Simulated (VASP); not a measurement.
# ScTa3Os (Pm-3m) in VASP: notebook, part 2 of 2

VASP 6.6.1. Earlier steps stand in the parts before.

## Step 4: Single point, PBE

This run uses another cell than the first one, of 23.30 Å³/atom.

INCAR reads:

```
PREC = Accurate ; ENCUT = 520
EDIFF = 1E-6 ; ISMEAR = 0
SIGMA = 0.1 ; LREAL = F
LASPH = T ; NELM = 100
ALGO = Normal ; ISIF = 2
LWAVE = F ; LCHARG = F
GGA = PE ; NBANDS = 34
```

KPOINTS reads:

```
regular mesh
0
Gamma
  4 4 4
```

POSCAR reads:

```
ScTa3Os
1.0
    4.8841100707      0.0000000000      0.0000000000
    0.0000000000      4.8841100707      0.0000000000
    0.0000000000      0.0000000000      4.8841100707
Sc Ta Os
1 3 1
Direct
    0.0000000000      0.0000000000      0.0000000000
    0.0000000000      0.5000000000      0.5000000000
    0.5000000000      0.0000000000      0.5000000000
    0.5000000000      0.5000000000      0.0000000000
    0.5000000000      0.5000000000      0.5000000000
```

Potentials or basis: VASP PAW PBE potentials, release 64 (Sc_sv, Ta_pv, Os).

Started as:

```
$ cat potpaw_PBE.64/Sc_sv/POTCAR potpaw_PBE.64/Ta_pv/POTCAR potpaw_PBE.64/Os/POTCAR > POTCAR
$ mpirun -np 1 vasp_std > vasp.out
```

OUTCAR:

```text
PREC = Accurate
   ENCUT = 520
   EDIFF = 1E-6
   ISMEAR = 0
   LREAL = F
   LASPH = T
   NELM = 100
   ISIF = 2
   GGA = PE

 ion  position               nearest neighbor table
   1  0.000  0.000  0.000-   2 3.45   3 3.45   4 3.45   2 3.45   3 3.45   2 3.45   4 3.45   2 3.45
                             3 3.45   4 3.45   3 3.45   4 3.45
   2  0.000  0.500  0.500-   5 2.44   5 2.44   4 3.45   1 3.45   1 3.45   4 3.45   1 3.45   3 3.45
                             1 3.45   3 3.45   4 3.45   3 3.45   4 3.45   3 3.45
   3  0.500  0.000  0.500-   5 2.44   5 2.44   4 3.45   1 3.45   1 3.45   4 3.45   2 3.45   4 3.45
                             2 3.45   4 3.45   1 3.45   2 3.45   1 3.45   2 3.45
   4  0.500  0.500  0.000-   5 2.44   5 2.44   3 3.45   1 3.45   2 3.45   3 3.45   2 3.45   1 3.45
                             3 3.45   3 3.45   1 3.45   2 3.45   2 3.45   1 3.45
   5  0.500  0.500  0.500-   2 2.44   3 2.44   4 2.44   4 2.44   3 2.44   2 2.44

  LATTYP: Found a simple cubic cell.
 ALAT       =     4.8841100707

  Lattice vectors:

 A1 = (   4.8841100707,   0.0000000000,   0.0000000000)
 A2 = (   0.0000000000,   4.8841100707,   0.0000000000)
 A3 = (   0.0000000000,   0.0000000000,   4.8841100707)

Analysis of symmetry for initial positions (statically):
=====================================================================
 Subroutine PRICEL returns:
 Original cell was already a primitive cell.

 Routine SETGRP: Setting up the symmetry group for a
 simple cubic supercell.

 Subroutine GETGRP returns: Found 48 space group operations
 (whereof 48 operations were pure point group operations)
 out of a pool of 48 trial point group operations.

The static configuration has the point symmetry O_h .

Analysis of symmetry for dynamics (positions and initial velocities):
=====================================================================
 Subroutine PRICEL returns:
 Original cell was already a primitive cell.

 Routine SETGRP: Setting up the symmetry group for a
 simple cubic supercell.

 Subroutine GETGRP returns: Found 48 space group operations
 (whereof 48 operations were pure point group operations)
 out of a pool of 48 trial point group operations.

The dynamic configuration has the point symmetry O_h .

 Subroutine INISYM returns: Found 48 space group operations
 (whereof 48 operations are pure point group operations),
 and found     1 'primitive' translations

----------------------------------------------------------------------------------------

                                     Primitive cell

  volume of cell :     116.5082

  direct lattice vectors                    reciprocal lattice vectors
     4.884110071  0.000000000  0.000000000     0.204745590  0.000000000  0.000000000
     0.000000000  4.884110071  0.000000000     0.000000000  0.204745590  0.000000000
     0.000000000  0.000000000  4.884110071     0.000000000  0.000000000  0.204745590

  length of vectors
     4.884110071  4.884110071  4.884110071     0.204745590  0.204745590  0.204745590

  position of ions in fractional coordinates (direct lattice)
     0.000000000  0.000000000  0.000000000
     0.000000000  0.500000000  0.500000000
     0.500000000  0.000000000  0.500000000
     0.500000000  0.500000000  0.000000000
     0.500000000  0.500000000  0.500000000

  ion indices of the primitive-cell ions
[... 36 lines left out ...]
  0.250000  0.000000  0.000000      6.000000
  0.500000  0.000000  0.000000      3.000000
  0.250000  0.250000  0.000000     12.000000
  0.500000  0.250000  0.000000     12.000000
  0.500000  0.500000  0.000000      3.000000
  0.250000  0.250000  0.250000      8.000000
  0.500000  0.250000  0.250000     12.000000
  0.500000  0.500000  0.250000      6.000000
  0.500000  0.500000  0.500000      1.000000
   k-points           NKPTS =     10   k-points in BZ     NKDIM =     10   number of bands    NBANDS=     34
   number of dos      NEDOS =    301   number of ions     NIONS =      5
   total plane-waves  NPLWV =  46656
   dimension x,y,z NGX =    36 NGY =   36 NGZ =   36
   dimension x,y,z NGXF=    72 NGYF=   72 NGZF=   72
   ions per type =               1   3   1
   NGX,Y,Z   is equivalent  to a cutoff of  12.25, 12.25, 12.25 a.u.
   NGXF,Y,Z  is equivalent  to a cutoff of  24.51, 24.51, 24.51 a.u.
 SYSTEM =  unknown system
   PREC   = accura    normal or accurate (medium, high low for compatibility)
   ISTART =      0    job   : 0-new  1-cont  2-samecut
   ICHARG =      2    charge: 1-file 2-atom 10-const
   ISPIN  =      1    spin polarized calculation?
   LNONCOLLINEAR =      F non collinear calculations
   LSORBIT =      F    spin-orbit coupling
   LASPH  =      T    aspherical Exc in radial PAW
   ENCUT  =  520.0 eV  38.22 Ry    6.18 a.u.   9.08  9.08  9.08*2*pi/ulx,y,z
   NELM   =    100;   NELMIN=  2; NELMDL= -5     # of ELM steps
   EDIFF  = 0.1E-05   stopping-criterion for ELM
   LREAL  =      F    real-space projection
   EDIFFG = 0.1E-04   stopping-criterion for IOM
   NSW    =      0    number of steps for IOM
   IBRION =     -1    ionic relax: 0-MD 1-quasi-New 2-CG
   NFREE  =      0    steps in history (QN), initial steepest desc. (CG)
   ISIF   =      2    stress and relaxation
   ISYM   =      2    0-nonsym 1-usesym 2-fastsym
   POTIM  = 0.5000    time-step for ionic-motion
   TEBEG  =    0.0;   TEEND  =   0.0 temperature during run
   PSTRESS=    0.0 pullay stress
   NELECT =      52.0000    total number of electrons
   NUPDOWN=      -1.0000    fix difference up-down
   EMIN   =  10.00;   EMAX   =-10.00  energy-range for DOS
   EFERMI =   0.00;   METHOD = LEGACY
   ISMEAR =     0;   SIGMA  =   0.10  broadening in eV -4-tet -1-fermi 0-gaus
   EFERMI_NEDOS =   21; number of points for ismear=-14 and -15
   IALGO  =     38    algorithm
   IMIX   =      4    mixing-type and parameters
     AMIX     =   0.40;   BMIX     =  1.00
     AMIX_MAG =   1.60;   BMIX_MAG =  1.00
  volume/ion in A,a.u.               =      23.30       157.25
  Fermi-wavevector in a.u.,A,eV,Ry     =   1.251096  2.364228 21.296386  1.565240
  Thomas-Fermi vector in A             =   2.385059
   LORBIT       =      0    0 simple, 1 ext, 2 COOP (PROOUT), +10 PAW based schemes
   GGA     = PE    functional components
   LHFCALC =     F    Hartree Fock is set to
   AEXX    =    0.0000 exact exchange contribution
   IVDW    =     0    specifies the selected vdW correction
   LEPSILON=     F    determine dielectric tensor
   LRPA    =     F    only Hartree local field effects (RPA)
 non-spin polarized calculation
 Gauss-broadening in eV      SIGMA  =   0.10
  energy-cutoff  :      520.00
  volume of cell :      116.51
 maximum number of plane-waves:      3178
   NGX = 19   NGY = 19   NGZ = 19

 number of electron      52.0000007 magnetization

 Free energy of the ion-electron system (eV)
  ---------------------------------------------------
  ext. energy  EPLUGINS =         0.00000000
  ---------------------------------------------------
  free energy    TOTEN  =       -48.31719617 eV

  energy without entropy =      -48.27388668  energy(sigma->0) =      -48.29554142

 E-fermi :   4.2260     XC(G=0): -10.8839

 val. band max:        4.2258085312   @ k =   0.5000   0.2500   0.0000
 cond. band min:       4.2283774190   @ k =   0.2500   0.2500   0.0000
 fundamental gap:      0.0025688878
 Fermi energy:         4.2259565028

 k-point     1 :       0.0000    0.0000    0.0000
  band No.  band energies     occupation
      1     -45.9157      2.00000
      2     -30.7192      2.00000
      3     -30.7192      2.00000
      4     -30.7192      2.00000
      5     -30.6471      2.00000
      6     -30.6471      2.00000
[... 359 lines left out ...]
     33       5.1588      0.00000
     34       5.1588      0.00000

------------------------ aborting loop because EDIFF is reached ----------------------------------------

  FORCE on cell =-STRESS in cart. coord.  units (eV):
  Direction    XX          YY          ZZ          XY          YZ          ZX
  --------------------------------------------------------------------------------------
  -------------------------------------------------------------------------------------
  Total        0.3598556      0.3598556      0.3598556      0.0000000      0.0000000      0.0000000
  in kB        4.9486016      4.9486016      4.9486016      0.0000000      0.0000000      0.0000000
  external PRESSURE =       4.9486016 kB  Pullay stress =       0.0000000 kB

 VOLUME and BASIS-vectors are now :
 -----------------------------------------------------------------------------
  energy-cutoff  :      520.00
  volume of cell :      116.51
      direct lattice vectors                 reciprocal lattice vectors
     4.884110071  0.000000000  0.000000000     0.204745590  0.000000000  0.000000000
     0.000000000  4.884110071  0.000000000     0.000000000  0.204745590  0.000000000
     0.000000000  0.000000000  4.884110071     0.000000000  0.000000000  0.204745590

 POSITION                                       TOTAL-FORCE (eV/Angst)
 -----------------------------------------------------------------------------------
      0.00000      0.00000      0.00000         0.000000      0.000000      0.000000
      0.00000      2.44206      2.44206         0.000000      0.000000      0.000000
      2.44206      0.00000      2.44206         0.000000      0.000000      0.000000
      2.44206      2.44206      0.00000         0.000000      0.000000      0.000000
      2.44206      2.44206      2.44206         0.000000      0.000000      0.000000
 -----------------------------------------------------------------------------------
    total drift:                                0.000000      0.000000      0.000000

  FREE ENERGIE OF THE ION-ELECTRON SYSTEM (eV)
  ---------------------------------------------------
  free  energy   TOTEN  =       -48.3171961657 eV

  energy  without entropy=      -48.2738866836  energy(sigma->0) =      -48.29554142
```

stdout:

```text
POSCAR found type information on POSCAR ScTaOs
 POSCAR found :  3 types and       5 ions
 scaLAPACK will be used
 LDA part: xc-table for (Slater+PW92), standard interpolation
 POSCAR, INCAR and KPOINTS ok, starting setup
 FFT: planning ... GRIDC
 FFT: planning ... GRID_SOFT
 FFT: planning ... GRID
 WAVECAR not read
 entering main loop
```

It took 25 s on 1 thread of Intel Xeon 6975P-C (Granite Rapids), shared host; peak memory 0.22 GiB.

What came out:

* Free energy: -48.3172 eV
* Pressure: 0.5 GPa
* Band gap on the k mesh: zero (bands 26 and 27 overlap by 0.75 eV)

Caveat: spin-orbit coupling is left out, which moves the levels of the heavy elements.

## Step 5: Relaxation of cell and atoms, PBE

This run uses another cell than the first one, of 11.09 Å³/atom.

INCAR reads:

```
SYSTEM = ScTa3Os
ALGO = Normal ; EDIFF = 1E-6
EDIFFG = -0.04 ; ENCUT = 600
GGA = PE ; IBRION = 2
ISIF = 3 ; ISMEAR = 0
LASPH = .True. ; LCHARG = .False.
LREAL = .False. ; LWAVE = .False.
NELM = 100 ; NSW = 90
PREC = Accurate ; SIGMA = 0.1
```

KPOINTS reads:

```
k-points
0
Gamma
  4 4 4
  0 0 0
```

POSCAR: that of step 4 with these lines changed.

```diff
@@ -2,5 +2,5 @@
 1.0
-    4.8841100707      0.0000000000      0.0000000000
-    0.0000000000      4.8841100707      0.0000000000
-    0.0000000000      0.0000000000      4.8841100707
+    3.8136616400      0.0000000000      0.0000000000
+    0.0000000000      3.8136616400      0.0000000000
+    0.0000000000      0.0000000000      3.8136616400
 Sc Ta Os
```

Potentials or basis: VASP PAW PBE potentials, release 64 (Sc_sv, Ta_pv, Os).

Started as:

```
$ cat potpaw_PBE.64/Sc_sv/POTCAR potpaw_PBE.64/Ta_pv/POTCAR potpaw_PBE.64/Os/POTCAR > POTCAR
$ mpirun -np 1 vasp_std > vasp.out
```

OUTCAR:

```text
SYSTEM = ScTa3Os
   EDIFF = 1E-6
   EDIFFG = -0.04
   ENCUT = 600
   GGA = PE
   IBRION = 2
   ISIF = 3
   ISMEAR = 0
   LASPH = .True.
   LREAL = .False.
   NELM = 100
   NSW = 90
   PREC = Accurate

 ion  position               nearest neighbor table
   1  0.000  0.000  0.000-   2 2.70   3 2.70   4 2.70   2 2.70   3 2.70   2 2.70   4 2.70   2 2.70
                             3 2.70   4 2.70   3 2.70   4 2.70   5 3.30   5 3.30   5 3.30   5 3.30
   2  0.000  0.500  0.500-   5 1.91   5 1.91   4 2.70   1 2.70   1 2.70   4 2.70   1 2.70   3 2.70
                             1 2.70   3 2.70   4 2.70   3 2.70   4 2.70   3 2.70
   3  0.500  0.000  0.500-   5 1.91   5 1.91   4 2.70   1 2.70   1 2.70   4 2.70   2 2.70   4 2.70
                             2 2.70   4 2.70   1 2.70   2 2.70   1 2.70   2 2.70
   4  0.500  0.500  0.000-   5 1.91   5 1.91   3 2.70   1 2.70   2 2.70   3 2.70   2 2.70   1 2.70
                             3 2.70   3 2.70   1 2.70   2 2.70   2 2.70   1 2.70
   5  0.500  0.500  0.500-   2 1.91   3 1.91   4 1.91   4 1.91   3 1.91   2 1.91   1 3.30   1 3.30
                             1 3.30   1 3.30   1 3.30   1 3.30   1 3.30   1 3.30

[... 1675 lines left out ...]
     30       4.6121      0.00000
     31       4.8571      0.00000

[... ionic steps 4 to 18 ...]

--------------------------------------- Ionic step       19  -------------------------------------------

 number of electron      52.0000013 magnetization

------------------------ aborting loop because EDIFF is reached ----------------------------------------
[... 73 lines left out ...]
--------------------------------------- Ionic step       21  -------------------------------------------

 number of electron      52.0000024 magnetization

 Free energy of the ion-electron system (eV)
  ---------------------------------------------------
  ext. energy  EPLUGINS =         0.00000000
  ---------------------------------------------------
  free energy    TOTEN  =       -48.28419221 eV

  energy without entropy =      -48.24087344  energy(sigma->0) =      -48.26253283

 E-fermi :   4.2166     XC(G=0): -10.8779

 val. band max:        4.1747352029   @ k =   0.5000   0.0000   0.0000
 cond. band min:       4.2166801807   @ k =   0.5000   0.2500   0.0000
 fundamental gap:      0.0419449778
 Fermi energy:         4.2165534921
[... 370 lines left out ...]
  FREE ENERGIE OF THE ION-ELECTRON SYSTEM (eV)
  ---------------------------------------------------
  free  energy   TOTEN  =       -48.2841922150 eV

  energy  without entropy=      -48.2408734410  energy(sigma->0) =      -48.26253283

 reached required accuracy - stopping structural energy minimisation
```

CONTCAR:

```text
ScTa3Os
   1.00000000000000
     4.8862324809710982   -0.0000000000000000   -0.0000000000000000
    -0.0000000000000000    4.8862324809710982   -0.0000000000000000
     0.0000000000000000    0.0000000000000000    4.8862324809710982
  Sc              Ta              Os
     1     3     1
Direct
     1.0000000000000000    0.0000000000000000    0.0000000000000000
     0.0000000000000000    0.5000000000000000    0.5000000000000000
     0.5000000000000000    1.0000000000000000    0.5000000000000000
     0.5000000000000000    0.5000000000000000    0.0000000000000000
     0.5000000000000000    0.5000000000000000    0.5000000000000000

  0.00000000E+00  0.00000000E+00  0.00000000E+00
  0.00000000E+00  0.00000000E+00  0.00000000E+00
  0.00000000E+00  0.00000000E+00  0.00000000E+00
  0.00000000E+00  0.00000000E+00  0.00000000E+00
  0.00000000E+00  0.00000000E+00  0.00000000E+00
```

It took 5.4 min on 1 thread of Intel Xeon 6975P-C (Granite Rapids), shared host; peak memory 0.18 GiB.

Results:

```yaml
Free_energy: -48.2842 eV
Relaxed_volume: 23.33 Å³/atom
Relaxed_cell: a = 4.886 Å, b = 4.886 Å, c = 4.886 Å, α = 90.00°, β = 90.00°, γ = 90.00°
Space_group_after_relaxing_to_0.1_Å: Pm-3m (No. 221)
Pressure_after_relaxing: 0.2 GPa
Band_gap_on_the_k_mesh: zero (bands 26 and 27 overlap by 0.75 eV)
```

Final structure:
```
Sc Ta Os
1.0
     4.88623    0.00000    0.00000
     0.00000    4.88623    0.00000
     0.00000    0.00000    4.88623
Sc Ta Os
1 3 1
Direct
  0.00000 0.00000 0.00000
  0.00000 0.50000 0.50000
  0.50000 0.00000 0.50000
  0.50000 0.50000 0.00000
  0.50000 0.50000 0.50000
```

Levels at points of the mesh, in eV from the Fermi level:
```csv
k point,band 23,band 24,band 25,band 26,band 27,band 28,band 29,band 30
"(0.00, 0.00, 0.00)",-0.14,-0.14,-0.14,0.75,0.75,0.75,2.42,2.42
"(0.50, 0.00, 0.00)",-1.06,-1.06,-0.51,-0.04,0.42,0.42,0.90,1.05
"(0.50, 0.50, 0.00)",-0.95,-0.80,-0.80,-0.75,0.02,0.16,0.58,0.58
"(0.50, 0.50, 0.50)",-1.82,-0.21,-0.21,-0.21,0.08,0.08,0.08,0.70
```

Caveat: the k points lie up to 0.32 Å⁻¹ apart in the final cell, too coarse for converged energies and pressures of a metal; the volume moved by over 15 % at a fixed basis, so the end points are rough; spin-orbit coupling is left out, which moves the levels of the heavy elements.

## Step 6: Summary

```tsv
task	cell	k mesh	cutoff (eV)	gap on the mesh (eV)	pressure (GPa)	relaxed volume (Å³/atom)
single point	a = 4.877 Å, 5 atoms	8 × 8 × 8	520	none	0.5	-
relaxation of cell and atoms	relaxed from a = 4.884 Å, 5 atoms	8 × 8 × 8	600	none	0.0	23.29
single point	a = 4.884 Å, 5 atoms	4 × 4 × 4	520	none	0.5	-
relaxation of cell and atoms	relaxed from a = 3.814 Å, 5 atoms	4 × 4 × 4	600	none	0.2	23.33
```

Alike in all rows: level PBE; potentials or basis VASP PAW PBE potentials, release 64 (Sc_sv, Ta_pv, Os); no spin polarisation; smearing gaussian 0.1 eV.

Caveats: some runs use coarse meshes; spin-orbit coupling is left out, which moves the levels of the heavy elements; the volume moved by over 15 % at a fixed basis, so the end points are rough (at least some runs).

Absolute energies hang on the potentials; compare differences alone.
